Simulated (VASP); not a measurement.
Runs of VASP 6.6.1 on HfN. The structure is that of space group Fm-3m (No. 225), or close to it. The cells are those of the table. 

| level | cell | cutoff (eV) | smearing | gap on the mesh (eV) | pressure (GPa) |
| --- | --- | --- | --- | --- | --- |
| PBEsol+D3(BJ) | a = 3.163 Å, angles 60.0°, 2 atoms | 600 | fermi-dirac 0.05 eV | none | -2.3 |
| PBEsol | a = 3.232 Å, angles 60.0°, 2 atoms | 520 | fermi-dirac 0.05 eV | none | (a) |
| revPBE | a = 3.190 Å, angles 60.0°, 2 atoms | 600 | fermi-dirac 0.05 eV | none | 7.5 |
| PBEsol | a = 3.169 Å, angles 60.0°, 2 atoms | 520 | fermi-dirac 0.05 eV | none | (b) |
| PBE | a = 3.190 Å, angles 60.0°, 2 atoms | 600 | gaussian 0.013 eV | none | 4.1 |
| PBE | a = 3.191, b = 3.191, c = 3.222 Å, angles 59.7, 59.7, 59.3°, 2 atoms | 600 | fermi-dirac 0.05 eV | none | 4.1 |
| PBE | a = 3.190 Å, angles 60.0°, 2 atoms | 600 | gaussian 0.014 eV | none | 4.1 |
| PBE | a = 3.190 Å, angles 60.0°, 2 atoms | 520 | fermi-dirac 0.05 eV | none | 4.2 |
| PBEsol+D4 | a = 3.173 Å, angles 60.0°, 2 atoms | 600 | fermi-dirac 0.05 eV | none | -2.3 |
| PBE | a = 3.147 Å, angles 60.0°, 2 atoms | 520 | fermi-dirac 0.05 eV | none | 17.0 |
| PBE | a = 3.212 Å, angles 60.0°, 2 atoms | 520 | fermi-dirac 0.05 eV | none | -1.3 |
| PBE | a = 3.190 Å, angles 60.0°, 2 atoms | 600 | gaussian 0.015 eV | none | 4.1 |

Alike in all rows: task single point; potentials or basis VASP PAW PBE potentials, release 64 (Hf_pv, N); no spin polarisation; k mesh 10 × 10 × 10.

Task: Fill in the values left out.

Result: (a) -13.9; (b) 1.7.

Caveats: spin-orbit coupling is left out, which moves the levels of the heavy elements; the PAW data sets were made with another functional, which shifts forces and pressure a little (some runs); pairwise dispersion overbinds metals, which lowers pressure and volume (some runs).

A k mesh can miss the band edges, and the runs leave out spin-orbit coupling on Hf.

A gap of «none» marks levels without a gap at the run's occupations.
